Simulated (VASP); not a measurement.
# PbS (I-4m2) in VASP: single point with HSE06

Aim: the single point of PbS with HSE06.

Everything below comes from runs of VASP 6.6.1. Logs are shortened: lines on timing, memory, paths and dates and some standing lists are left out, and cuts for length are marked.

## (1) The cell of the first run

It takes space group I-4m2 (No. 119, tetragonal). The conventional cell has a = 4.913 Å, b = 4.913 Å, c = 6.602 Å, α = 90.00°, β = 90.00°, γ = 90.00°. Within 3.9 Å of Pb (site symmetry -4m2) lie 4 S at 2.96 Å. Within 3.9 Å of S (site symmetry -4m2) lie 4 Pb at 2.96 Å.

## (2) Single point, HSE06 (biaxial xy strain +5.2%)

POSCAR reads:

```
PbS
1.0
    0.0000000000      3.4742788224      3.3009775035
    3.4742788224      0.0000000000      3.3009775035
    3.4742788224      3.4742788224      0.0000000000
Pb S
1 1
Direct
    0.0000000000      0.0000000000      0.0000000000
    0.2500000000      0.2500000000      0.2500000000
```

INCAR.step1 reads:

```
PREC = Accurate
ENCUT = 520
EDIFF = 1E-5
ISMEAR = 0
SIGMA = 0.01
LREAL = F
LASPH = T
NELM = 80
ALGO = Normal
ISIF = 2
LWAVE = T
LCHARG = F
GGA = PE
NBANDS = 17
```

INCAR.step2 reads:

```
PREC = Accurate
ENCUT = 520
EDIFF = 1E-6
ISMEAR = 0
SIGMA = 0.01
LREAL = F
LASPH = T
NELM = 80
ALGO = Normal
ISIF = 2
LWAVE = F
LCHARG = F
GGA = PE
LHFCALC = T
HFSCREEN = 0.2079
PRECFOCK = Normal
ISTART = 1
NBANDS = 17
```

KPOINTS reads:

```
Automatic mesh
0
Gamma
  4 4 4
```

Potentials or basis: VASP PAW PBE potentials, release 64 (Pb_d, S).

Command:

```bash
> cat potpaw_PBE.64/Pb_d/POTCAR potpaw_PBE.64/S/POTCAR > POTCAR
> cp INCAR.step1 INCAR
> mpirun -np 1 vasp_std > vasp.out
> cp INCAR.step2 INCAR
> mpirun -np 1 vasp_std > vasp.out
```

OUTCAR:

```text
PREC = Accurate
   ENCUT = 520
   EDIFF = 1E-6
   ISMEAR = 0
   LREAL = F
   LASPH = T
   NELM = 80
   ISIF = 2
   GGA = PE
   LHFCALC = T
   HFSCREEN = 0.2079
   PRECFOCK = Normal
   ISTART = 1

 ion  position               nearest neighbor table
   1  0.000  0.000  0.000-   2 2.96   2 2.96   2 2.96   2 2.96
   2  0.250  0.250  0.250-   1 2.96   1 2.96   1 2.96   1 2.96

  LATTYP: Found a body centered tetragonal cell.
 ALAT       =     4.9133722301
 C/A-ratio  =     1.3436708431

  Lattice vectors:

 A1 = (   0.0000000000,  -3.4742788224,  -3.3009775035)
 A2 = (   0.0000000000,   3.4742788224,  -3.3009775035)
 A3 = (   3.4742788224,   0.0000000000,   3.3009775035)

Analysis of symmetry for initial positions (statically):
=====================================================================
 Subroutine PRICEL returns:
 Original cell was already a primitive cell.

 Routine SETGRP: Setting up the symmetry group for a
 body centered tetragonal supercell.

 Subroutine GETGRP returns: Found  8 space group operations
 (whereof  8 operations were pure point group operations)
 out of a pool of 16 trial point group operations.

The static configuration has the point symmetry D_2d.

Analysis of symmetry for dynamics (positions and initial velocities):
=====================================================================
 Subroutine PRICEL returns:
 Original cell was already a primitive cell.

 Routine SETGRP: Setting up the symmetry group for a
 body centered tetragonal supercell.

 Subroutine GETGRP returns: Found  8 space group operations
 (whereof  8 operations were pure point group operations)
 out of a pool of 16 trial point group operations.

The dynamic configuration has the point symmetry D_2d.

 Subroutine INISYM returns: Found  8 space group operations
 (whereof  8 operations are pure point group operations),
 and found     1 'primitive' translations

----------------------------------------------------------------------------------------

                                     Primitive cell

  volume of cell :      79.6896

  direct lattice vectors                    reciprocal lattice vectors
     0.000000000  3.474278822  3.300977503    -0.143914759  0.143914759  0.151470284
     3.474278822  0.000000000  3.300977503     0.143914759 -0.143914759  0.151470284
     3.474278822  3.474278822  0.000000000     0.143914759  0.143914759 -0.151470284

  length of vectors
     4.792396667  4.792396667  4.913372230     0.253704873  0.253704873  0.253704873

  position of ions in fractional coordinates (direct lattice)
     0.000000000  0.000000000  0.000000000
     0.250000000  0.250000000  0.250000000

  ion indices of the primitive-cell ions
   primitive index   ion index
                 1           1
                 2           2

----------------------------------------------------------------------------------------

 KPOINTS: Automatic mesh

Automatic generation of k-mesh.
 Grid dimensions read from file:
 generate k-points for:    4    4    4

 Generating k-lattice:

  Cartesian coordinates                     Fractional coordinates (reciprocal lattice)
    -0.035978690  0.035978690  0.037867571     0.250000000  0.000000000  0.000000000
     0.035978690 -0.035978690  0.037867571     0.000000000  0.250000000  0.000000000
     0.035978690  0.035978690 -0.037867571     0.000000000  0.000000000  0.250000000

  Length of vectors
     0.063426218  0.063426218  0.063426218

  Shift w.r.t. Gamma in fractional coordinates (k-lattice)
     0.000000000  0.000000000  0.000000000

 Subroutine IBZKPT returns following result:
 ===========================================

 Found     13 irreducible k-points:

 Following reciprocal coordinates:
            Coordinates               Weight
  0.000000  0.000000  0.000000      1.000000
  0.250000  0.000000  0.000000      8.000000
  0.500000  0.000000  0.000000      4.000000
  0.250000  0.250000  0.000000      2.000000
  0.500000  0.250000  0.000000      8.000000
 -0.250000  0.250000  0.000000      4.000000
  0.500000  0.500000  0.000000      1.000000
  0.250000  0.000000  0.250000      4.000000
  0.500000  0.000000  0.250000     16.000000
 -0.250000  0.000000  0.250000      8.000000
 -0.250000  0.500000  0.250000      4.000000
  0.500000  0.000000  0.500000      2.000000
 -0.250000  0.250000  0.500000      2.000000
   k-points           NKPTS =     13   k-points in BZ     NKDIM =     64   number of bands    NBANDS=     17
   number of dos      NEDOS =    301   number of ions     NIONS =      2
   total plane-waves  NPLWV =  51840
   dimension x,y,z NGX =    36 NGY =   36 NGZ =   40
   dimension x,y,z NGXF=    72 NGYF=   72 NGZF=   80
   ions per type =               1   1
   NGX,Y,Z   is equivalent  to a cutoff of  12.49, 12.49, 13.53 a.u.
   NGXF,Y,Z  is equivalent  to a cutoff of  24.98, 24.98, 27.07 a.u.
 SYSTEM =  unknown system
   PREC   = accura    normal or accurate (medium, high low for compatibility)
   ISTART =      1    job   : 0-new  1-cont  2-samecut
   ICHARG =      0    charge: 1-file 2-atom 10-const
   ISPIN  =      1    spin polarized calculation?
   LNONCOLLINEAR =      F non collinear calculations
   LSORBIT =      F    spin-orbit coupling
   LASPH  =      T    aspherical Exc in radial PAW
   ENCUT  =  520.0 eV  38.22 Ry    6.18 a.u.   8.91  8.91  9.14*2*pi/ulx,y,z
   NELM   =     80;   NELMIN=  2; NELMDL=  0     # of ELM steps
   EDIFF  = 0.1E-05   stopping-criterion for ELM
   LREAL  =      F    real-space projection
   EDIFFG = 0.1E-04   stopping-criterion for IOM
   NSW    =      0    number of steps for IOM
   IBRION =     -1    ionic relax: 0-MD 1-quasi-New 2-CG
   NFREE  =      0    steps in history (QN), initial steepest desc. (CG)
   ISIF   =      2    stress and relaxation
   ISYM   =      3    0-nonsym 1-usesym 2-fastsym
   POTIM  = 0.5000    time-step for ionic-motion
   TEBEG  =    0.0;   TEEND  =   0.0 temperature during run
   PSTRESS=    0.0 pullay stress
   NELECT =      20.0000    total number of electrons
   NUPDOWN=      -1.0000    fix difference up-down
   EMIN   =  10.00;   EMAX   =-10.00  energy-range for DOS
   EFERMI =   0.00;   METHOD = LEGACY
   ISMEAR =     0;   SIGMA  =   0.01  broadening in eV -4-tet -1-fermi 0-gaus
   EFERMI_NEDOS =   21; number of points for ismear=-14 and -15
   IALGO  =     38    algorithm
   IMIX   =      1    mixing-type and parameters
     AMIX     =   0.40;   BMIX     =  1.00
     AMIX_MAG =   1.60;   BMIX_MAG =  1.00
  volume/ion in A,a.u.               =      39.84       268.89
  Fermi-wavevector in a.u.,A,eV,Ry     =   1.032645  1.951415 14.508638  1.066355
  Thomas-Fermi vector in A             =   2.166852
   LORBIT       =      0    0 simple, 1 ext, 2 COOP (PROOUT), +10 PAW based schemes
   GGA     = PE    functional components
   LHFCALC =     T    Hartree Fock is set to
   PRECFOCK=normal    Normal, Fast or Accurate (Low or Medium for compatibility)
   ENCUT4O =  -1.0   cutoff for four orbital integrals eV
   NKREDX  =     1    reduce k-point grid by
   NKREDY  =     1    reduce k-point grid by
   NKREDZ  =     1    reduce k-point grid by
   AEXX    =    0.2500 exact exchange contribution
   HFSCREEN=    0.2079 screening length (either q_TF or 0.3 A-1)
   HFSCREENC=   0.2079 screening length for correlation (either q_TF or 0.3 A-1)
   ENCUTFOCK=  -1.0 apply spherical cutoff to Coloumb kernel
   IVDW    =     0    specifies the selected vdW correction
   LEPSILON=     F    determine dielectric tensor
   LRPA    =     F    only Hartree local field effects (RPA)
 non-spin polarized calculation
 Gauss-broadening in eV      SIGMA  =   0.01
  energy-cutoff  :      520.00
  volume of cell :       79.69
 maximum number of plane-waves:      2158
  NGX = 28; NGY = 28; NGZ = 28

 number of electron      20.0000002 magnetization

 Free energy of the ion-electron system (eV)
  ---------------------------------------------------
  ext. energy  EPLUGINS =         0.00000000
  ---------------------------------------------------
  free energy    TOTEN  =        -9.89923107 eV

  energy without entropy =       -9.89923107  energy(sigma->0) =       -9.89923107

 E-fermi :   1.7765     XC(G=0):  -6.3113

 val. band max:        1.6726265851   @ k =  -0.2500   0.2500   0.5000
 cond. band min:       3.0623294283   @ k =   0.5000   0.5000   0.0000
 fundamental gap:      1.3897028432
 Fermi energy:         1.7764690450

 k-point     1 :       0.0000    0.0000    0.0000
  band No.  band energies     occupation
      1     -16.7368      2.00000
      2     -16.7368      2.00000
      3     -16.7223      2.00000
      4     -16.7131      2.00000
      5     -16.6992      2.00000
      6     -11.7338      2.00000
[... 9 lines left out ...]
     16      11.3294      0.00000
     17      11.6908      0.00000

 k-point     2 :       0.2500    0.0000    0.0000
  band No.  band energies     occupation
      1     -16.7422      2.00000
      2     -16.7323      2.00000
      3     -16.7222      2.00000
      4     -16.7123      2.00000
      5     -16.6981      2.00000
      6     -11.4602      2.00000
[... 9 lines left out ...]
     16      10.3846      0.00000
     17      11.3986      0.00000

 k-point     3 :       0.5000    0.0000    0.0000
  band No.  band energies     occupation
      1     -16.7498      2.00000
      2     -16.7288      2.00000
      3     -16.7224      2.00000
      4     -16.7091      2.00000
      5     -16.6960      2.00000
      6     -11.1282      2.00000
[... 9 lines left out ...]
     16      11.1826      0.00000
     17      11.2062      0.00000

 k-point     4 :       0.2500    0.2500    0.0000
  band No.  band energies     occupation
      1     -16.7409      2.00000
      2     -16.7269      2.00000
      3     -16.7269      2.00000
      4     -16.7168      2.00000
      5     -16.6957      2.00000
      6     -11.3512      2.00000
[... 9 lines left out ...]
     16      11.3762      0.00000
     17      13.4062      0.00000
[... 123 lines left out ...]
      1     -16.7569      2.00000
      2     -16.7191      2.00000
      3     -16.7186      2.00000
      4     -16.7143      2.00000
      5     -16.6961      2.00000
      6     -10.8854      2.00000
[... 9 lines left out ...]
     16      11.9123      0.00000
     17      12.2562      0.00000

 k-point    12 :       0.5000    0.0000    0.5000
  band No.  band energies     occupation
      1     -16.7683      2.00000
      2     -16.7155      2.00000
      3     -16.7138      2.00000
      4     -16.7072      2.00000
      5     -16.6989      2.00000
      6     -10.9087      2.00000
[... 9 lines left out ...]
     16      12.5249      0.00000
     17      12.6910      0.00000

 k-point    13 :      -0.2500    0.2500    0.5000
  band No.  band energies     occupation
      1     -16.7603      2.00000
      2     -16.7241      2.00000
      3     -16.7116      2.00000
      4     -16.7083      2.00000
      5     -16.6999      2.00000
      6     -10.9027      2.00000
[... 9 lines left out ...]
     16      11.8863      0.00000
     17      11.9447      0.00000

------------------------ aborting loop because EDIFF is reached ----------------------------------------

  FORCE on cell =-STRESS in cart. coord.  units (eV):
  Direction    XX          YY          ZZ          XY          YZ          ZX
  --------------------------------------------------------------------------------------
  -------------------------------------------------------------------------------------
  Total       -1.6741978     -1.6741978     -1.4323626      0.0000000      0.0000000      0.0000000
  in kB      -33.6601031    -33.6601031    -28.7979548      0.0000000      0.0000000      0.0000000
  external PRESSURE =     -32.0393870 kB  Pullay stress =       0.0000000 kB

 VOLUME and BASIS-vectors are now :
 -----------------------------------------------------------------------------
  energy-cutoff  :      520.00
  volume of cell :       79.69
      direct lattice vectors                 reciprocal lattice vectors
     0.000000000  3.474278822  3.300977503    -0.143914759  0.143914759  0.151470284
     3.474278822  0.000000000  3.300977503     0.143914759 -0.143914759  0.151470284
     3.474278822  3.474278822  0.000000000     0.143914759  0.143914759 -0.151470284

 POSITION                                       TOTAL-FORCE (eV/Angst)
 -----------------------------------------------------------------------------------
      0.00000      0.00000      0.00000        -0.000000     -0.000000     -0.000000
      1.73714      1.73714      1.65049         0.000000      0.000000      0.000000
 -----------------------------------------------------------------------------------
    total drift:                               -0.000001     -0.000000      0.000000

  FREE ENERGIE OF THE ION-ELECTRON SYSTEM (eV)
  ---------------------------------------------------
  free  energy   TOTEN  =        -9.8992310717 eV

  energy  without entropy=       -9.8992310717  energy(sigma->0) =       -9.89923107
```

Run time: 20 min. Hardware: 1 thread of AMD EPYC 7R43 (Zen 3), shared host; peak memory 0.29 GiB.

Results:

```
Free energy            : -9.8992 eV
Pressure               : -3.2 GPa
Band gap on the k mesh : 1.39 eV, indirect (least direct gap 1.93 eV)
```

Levels at points of the mesh, in eV from the valence-band top:
| k point | band 8 | band 9 | band 10 | band 11 | band 12 | band 13 |
| --- | --- | --- | --- | --- | --- | --- |
| (0.00, 0.00, 0.00) | -1.78 | -1.78 | -1.63 | 3.01 | 3.15 | 3.15 |
| (0.50, 0.00, 0.00) | -2.29 | -2.11 | -1.88 | 3.74 | 3.79 | 4.04 |
| (0.50, 0.50, 0.00) | -2.96 | -2.96 | -0.61 | 1.39 | 5.52 | 5.52 |
| (0.50, 0.00, 0.50) | -2.79 | -2.79 | -0.44 | 1.49 | 5.36 | 5.58 |

Caveat: the cell differs from its parent crystal (biaxial xy strain +5.2%); the PAW data sets were made with another functional, which shifts forces and pressure a little; spin-orbit coupling is left out, which moves the levels of the heavy elements. A k mesh can miss the band edges.
